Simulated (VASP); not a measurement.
Here is a VASP 6.6.1 calculation.

File INCAR:

```
PREC = Accurate
ENCUT = 500
EDIFF = 1E-6
ISMEAR = 0
SIGMA = 0.1
LREAL = F
LASPH = T
NELM = 120
ALGO = Normal
ISIF = 2
LWAVE = F
LCHARG = T
GGA = PE
LELF = T
LVHAR = T
NBANDS = 14
GGA_COMPAT = F
```

Contents of KPOINTS:

```
Automatic mesh
0
Gamma
  6 6 4
```

The input POSCAR:

```
NaH4
1.0
    2.9151609386     -0.0000000025      0.0000000000
   -1.4575804672      2.5246034302      0.0000000000
    0.0000000000      0.0000000000      6.7384897090
Na H
1 4
Direct
    0.0000000000      0.0000000000      0.0000000000
    0.3333333333      0.6666666667      0.2166446127
    0.3333333333      0.6666666667      0.7833553873
    0.6666666667      0.3333333333      0.2166446127
    0.6666666667      0.3333333333      0.7833553873
```

Potentials or basis: VASP PAW PBE potentials, release 64 (Na_pv, H).

Run with:

```console
$ cat potpaw_PBE.64/Na_pv/POTCAR potpaw_PBE.64/H/POTCAR > POTCAR
$ mpirun -np 1 vasp_std > vasp.out
```

Q: What does it give for the band gap on the k mesh?

A: Zero (an odd number of electrons rules out a gap without spin polarisation).

Q: Estimate the largest force.

A: 0.021 eV/Å.

Q: Estimate the pressure.

A: -0.3 GPa.

Forces in eV/Å, atoms in the order of the input:
```
Na   0.000  0.000  0.000
H    0.000  0.000  0.021
H    0.000  0.000 -0.021
H    0.000  0.000  0.021
H    0.000  0.000 -0.021
```

Caveat: the k points lie up to 0.41 Å⁻¹ apart, too coarse for converged energies and pressures of a metal; the cell differs from its parent crystal (atoms taken out).
